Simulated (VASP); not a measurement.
# Zr in VASP: a series of runs, part 3 of 3

VASP 6.6.1. Earlier steps stand in the parts before.

### Step 5. Single point, PBE (the cell strained at random)

The input, INCAR:

```
ALGO = Fast
EDIFF = 1E-7
ENCUT = 520
GGA = PE
ISIF = 2
ISMEAR = 0
LASPH = T
LCHARG = F
LREAL = F
LWAVE = F
NBANDS = 12
NELM = 60
PREC = Accurate
SIGMA = 0.1
```

The input, KPOINTS:

```
k-points
0
Gamma
  14 14 14
```

The input, POSCAR:

```
Zr
1.0
   -1.7943254000      1.8185070000      1.8084977000
    1.8181812000     -1.8392858000      1.8531323000
    1.7219254000      1.7668858000     -1.8292765000
Zr
1
Direct
    0.0000000000      0.0000000000      0.0000000000
```

Potentials or basis: VASP PAW PBE potentials, release 64 (Zr_sv).

The run is started by

```bash
$ cat potpaw_PBE.64/Zr_sv/POTCAR > POTCAR
$ mpirun -np 1 vasp_std > vasp.out
```

OUTCAR:

```text
EDIFF = 1E-7
   ENCUT = 520
   GGA = PE
   ISIF = 2
   ISMEAR = 0
   LASPH = T
   LREAL = F
   NELM = 60
   PREC = Accurate

 ion  position               nearest neighbor table
   1  0.000  0.000  0.000-

  LATTYP: Found a triclinic cell.
 ALAT       =     8.0671497351
 B/A-ratio  =     0.6372971452
 C/A-ratio  =     0.3811460111
 COS(alpha) =     0.0000970946
 COS(beta)  =     0.2458854055
 COS(gamma) =     0.9520571999

  Lattice vectors:

 A1 = (  -7.1526132000,   3.7301928000,  -0.0684904000)
 A2 = (  -3.6125066000,   3.6577928000,  -0.0446346000)
 A3 = (  -1.7457812000,  -1.7461070000,  -1.8323535000)

Analysis of symmetry for initial positions (statically):
=====================================================================
 Subroutine PRICEL returns:
 Original cell was already a primitive cell.

 Routine SETGRP: Setting up the symmetry group for a
 triclinic supercell.

 Subroutine GETGRP returns: Found  2 space group operations
 (whereof  2 operations were pure point group operations)
 out of a pool of  2 trial point group operations.

The static configuration has the point symmetry S_2 .

Analysis of symmetry for dynamics (positions and initial velocities):
=====================================================================
 Subroutine PRICEL returns:
 Original cell was already a primitive cell.

 Routine SETGRP: Setting up the symmetry group for a
 triclinic supercell.

 Subroutine GETGRP returns: Found  2 space group operations
 (whereof  2 operations were pure point group operations)
 out of a pool of  2 trial point group operations.

The dynamic configuration has the point symmetry S_2 .

 Subroutine INISYM returns: Found  2 space group operations
 (whereof  2 operations are pure point group operations),
 and found     1 'primitive' translations

----------------------------------------------------------------------------------------
[... 112 lines left out ...]
  volume/ion in A,a.u.               =      23.23       156.74
  Fermi-wavevector in a.u.,A,eV,Ry     =   1.313631  2.482403 23.478577  1.725627
  Thomas-Fermi vector in A             =   2.443940
   LORBIT       =      0    0 simple, 1 ext, 2 COOP (PROOUT), +10 PAW based schemes
   GGA     = PE    functional components
   LHFCALC =     F    Hartree Fock is set to
   AEXX    =    0.0000 exact exchange contribution
   IVDW    =     0    specifies the selected vdW correction
   LEPSILON=     F    determine dielectric tensor
   LRPA    =     F    only Hartree local field effects (RPA)
 non-spin polarized calculation
 RMM-DIIS sequential band-by-band and
 Gauss-broadening in eV      SIGMA  =   0.10
  energy-cutoff  :      520.00
  volume of cell :       23.23
 maximum number of plane-waves:       641
   NGX = 11   NGY = 11   NGZ = 11

 number of electron      12.0000000 magnetization

 Free energy of the ion-electron system (eV)
  ---------------------------------------------------
  ext. energy  EPLUGINS =         0.00000000
  ---------------------------------------------------
  free energy    TOTEN  =        -8.43513906 eV

  energy without entropy =       -8.42640728  energy(sigma->0) =       -8.43077317

 E-fermi :   8.7431     XC(G=0): -11.0862

 val. band max:        8.7390794145   @ k =   0.1429   0.4286   0.2857
 cond. band min:       8.7456387949   @ k =  -0.0714   0.2857   0.3571
 fundamental gap:      0.0065593804
 Fermi energy:         8.7430729663

 k-point     1 :       0.0000    0.0000    0.0000
  band No.  band energies     occupation
      1     -39.7537      2.00000
      2     -17.3013      2.00000
      3     -17.2566      2.00000
      4     -17.2263      2.00000
      5       3.3672      2.00000
      6       9.5045      0.00000
      7       9.9071      0.00000
      8      10.1457      0.00000
      9      12.1531      0.00000
     10      12.5722      0.00000
     11      20.8592      0.00000
     12      20.9708      0.00000
[... 331 lines left out ...]
 k-point    24 :       0.0714    0.1429    0.0000
  band No.  band energies     occupation
      1     -39.7060      2.00000
      2     -17.5892      2.00000
      3     -17.3606      2.00000
      4     -17.2544      2.00000
      5       4.4717      2.00000
      6       9.1939      0.00000
      7       9.3952      0.00000
      8      11.0726      0.00000
      9      11.6728      0.00000
     10      12.4999      0.00000
     11      21.7161      0.00000
     12      22.6233      0.00000

 [... further k-points ...]
[... 5 lines left out ...]
  --------------------------------------------------------------------------------------
  -------------------------------------------------------------------------------------
  Total       -0.2176185     -0.2283569     -0.1970650      0.1771490      0.0654298     -0.0685156
  in kB      -15.0113903    -15.7521278    -13.5936076     12.2197926      4.5133671     -4.7262263
  external PRESSURE =     -14.7857086 kB  Pullay stress =       0.0000000 kB

 VOLUME and BASIS-vectors are now :
 -----------------------------------------------------------------------------
  energy-cutoff  :      520.00
  volume of cell :       23.23
      direct lattice vectors                 reciprocal lattice vectors
    -1.794325400  1.818507000  1.808497700     0.003887318  0.280579785  0.274669307
     1.818181200 -1.839285800  1.853132300     0.280797178  0.007242525  0.271314100
     1.721925400  1.766885800 -1.829276500     0.288302248  0.284729647 -0.000262544

 POSITION                                       TOTAL-FORCE (eV/Angst)
 -----------------------------------------------------------------------------------
      0.00000      0.00000      0.00000         0.000000      0.000000      0.000000
 -----------------------------------------------------------------------------------
    total drift:                               -0.000000      0.000000     -0.000000

  FREE ENERGIE OF THE ION-ELECTRON SYSTEM (eV)
  ---------------------------------------------------
  free  energy   TOTEN  =        -8.4351390562 eV

  energy  without entropy=       -8.4264072759  energy(sigma->0) =       -8.43077317
```

OSZICAR:

```text
N       E                     dE             d eps       ncg     rms          rms(c)
DAV:   1     0.864954054357E+02    0.86495E+02   -0.69106E+03 33204   0.997E+02
DAV:   2    -0.572105584901E+01   -0.92216E+02   -0.89615E+02 38080   0.269E+02
DAV:   3    -0.869752594503E+01   -0.29765E+01   -0.29308E+01 49868   0.409E+01
[... 11 lines left out ...]
RMM:  15    -0.843513750256E+01   -0.36968E-05   -0.15282E-05 48527   0.373E-02    0.155E-03
RMM:  16    -0.843513843348E+01   -0.93091E-06   -0.55467E-06 52781   0.142E-02    0.389E-03
RMM:  17    -0.843513853724E+01   -0.10376E-06   -0.26445E-06 40112   0.791E-03    0.154E-03
RMM:  18    -0.843513898457E+01   -0.44733E-06   -0.14874E-06 32669   0.611E-03    0.131E-03
RMM:  19    -0.843513905617E+01   -0.71599E-07   -0.85947E-07 29391   0.354E-03
   1 F= -.84351391E+01 E0= -.84307732E+01  d E =-.873178E-02
```

Run time: 11 min. Hardware: 1 thread of AMD EPYC 7R43 (Zen 3), shared host; peak memory 0.4 GiB.

What came out:

```
Free energy            : -8.4351 eV
Pressure               : -1.5 GPa
Band gap on the k mesh : zero (band 6 reaches 9.67 eV, above the bottom of band 7 at 8.15 eV)
```

Stress tensor (GPa, compression positive):
```
-1.50  1.22 -0.47
 1.22 -1.58  0.45
-0.47  0.45 -1.36
```

Levels at points of the mesh, in eV from the Fermi level:
| k point | band 3 | band 4 | band 5 | band 6 | band 7 | band 8 | band 9 | band 10 |
| --- | --- | --- | --- | --- | --- | --- | --- | --- |
| (0.00, 0.00, 0.00) | -26.00 | -25.97 | -5.38 | 0.76 | 1.16 | 1.40 | 3.41 | 3.83 |
| (0.50, 0.00, 0.00) | -26.32 | -26.00 | -2.78 | -0.50 | 1.58 | 3.33 | 4.13 | 6.31 |
| (0.00, 0.50, 0.00) | -26.29 | -26.00 | -2.79 | -0.67 | 1.51 | 3.55 | 4.38 | 6.20 |
| (0.50, 0.50, 0.00) | -26.28 | -26.00 | -2.80 | -0.93 | 1.45 | 4.00 | 4.60 | 6.17 |
| (0.00, 0.00, 0.50) | -26.38 | -26.05 | -2.79 | -0.80 | 1.97 | 3.63 | 4.15 | 6.54 |
| (0.50, 0.00, 0.50) | -26.33 | -26.01 | -2.78 | -0.63 | 1.67 | 3.44 | 4.24 | 6.34 |
| (0.00, 0.50, 0.50) | -26.28 | -25.99 | -2.79 | -0.53 | 1.44 | 3.41 | 4.25 | 6.19 |
| (0.50, 0.50, 0.50) | -26.72 | -26.59 | -2.59 | -2.50 | 5.29 | 5.64 | 5.98 | 7.02 |

Caveat: the cell differs from its parent crystal (the cell strained at random).

### Step 6. The runs side by side

```tsv
task	cell	k mesh	cutoff (eV)	gap on the mesh (eV)	pressure (GPa)
single point	a = 3.096 Å, angles 109.5°, 1 atom	16 × 16 × 16	520	none	0.0
relaxation of cell and atoms	relaxed from a = 3.135 Å, angles 109.5°, 1 atom	16 × 16 × 16	600	none	0.0
single point	a = 3.082 Å, angles 109.5°, 1 atom	16 × 16 × 16	520	none	1.2
single point	a = 3.130, b = 3.182, c = 3.071 Å, angles 111.0, 109.3, 109.1°, 1 atom	14 × 14 × 14	520	none	-1.5
```

Alike in all rows: level PBE; potentials or basis VASP PAW PBE potentials, release 64 (Zr_sv); no spin polarisation; smearing gaussian 0.1 eV.

Absolute energies hang on the potentials; compare differences alone.
